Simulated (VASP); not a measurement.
Ba: relaxation of cell and atoms with PBE

Ba:

```
Ba
1.0
     2.62849   -3.45273    0.00000
     2.62849    3.45273    0.00000
    -2.57511    0.00000    3.55541
Ba
1
Direct
  0.00000 0.00000 0.00000
```

| Item | Value |
| --- | --- |
| Program | VASP 6.6.1 |
| Task | relaxation of cell and atoms |
| Functional | PBE |
| Potentials or basis | VASP PAW PBE potentials, release 64 (Ba_sv) |
| Cutoff | 600 eV |
| k mesh | 6 × 6 × 6 |
| Occupations | gaussian, width 0.1 eV |
| Spin | no spin polarisation |
| Dipole correction | no |
| Further INCAR settings | ALGO = Normal; EDIFF = 1e-07; IBRION = 2; EDIFFG = -0.04; NSW = 90; ISIF = 3 |

```json
{"Relaxed volume": "64.53 Å³/atom", "Relaxed cell": "a = 4.380 Å, b = 4.380 Å, c = 4.370 Å, α = 109.53°, β = 109.53°, γ = 109.37°", "Space group after relaxing (to 0.05 Å)": "Im-3m (No. 229)", "Energy gained by relaxing": "3.8 meV/atom", "Ionic steps": "8", "Pressure after relaxing": "0.0 GPa", "Band gap on the k mesh": "zero (band 5 reaches 1.67 eV, above the bottom of band 6 at 1.06 eV)"}
```

Step by step:
```csv
step,energy change (eV),largest force (eV/Å),pressure (GPa),volume (Å³)
1,0.0000,0.0000,-0.03,64.53
2,-0.0013,0.0000,-0.01,64.41
3,-0.0026,0.0000,0.03,64.11
4,-0.0027,0.0000,0.03,64.08
5,-0.0030,0.0000,0.02,64.24
6,-0.0035,0.0000,-0.05,64.72
7,-0.0036,0.0000,-0.07,64.90
8,-0.0038,0.0000,-0.02,64.53
```

Final structure:
```yaml
crystal:
  lattice:
    - [2.53181, -3.57391, -0.01728]
    - [2.53181, 3.57391, -0.01728]
    - [-2.50251, 0.00000, 3.58273]
  atoms:
    - { symbol: Ba, position: [0.00000, 0.00000, 0.00000] }
```

Levels at points of the mesh, in eV from the Fermi level:
```
           k point  band 2  band 3  band 4  band 5  band 6  band 7  band 8  band 9
(0.00, 0.00, 0.00)  -13.92  -13.92  -13.92   -2.77    1.76    1.78    1.79    3.13
(0.50, 0.00, 0.00)  -14.35  -14.06  -13.92   -0.91    0.67    1.14    3.10    3.67
(0.50, 0.50, 0.00)  -14.35  -14.06  -13.92   -0.91    0.65    1.15    3.13    3.69
(0.00, 0.00, 0.50)  -14.35  -14.06  -13.93   -0.90    0.65    1.16    3.11    3.67
(0.50, 0.00, 0.50)  -14.35  -14.06  -13.92   -0.90    0.67    1.15    3.09    3.66
(0.50, 0.50, 0.50)  -14.22  -14.22  -14.21   -0.54   -0.54    4.19    4.22    4.23
```

Run time: 82 s on 1 thread of Intel(R) Xeon(R) 6975P-C (Granite Rapids), with other jobs on the host, peak memory 0.23 GiB.

Caveat: spin-orbit coupling is left out, which moves the levels of the heavy elements.
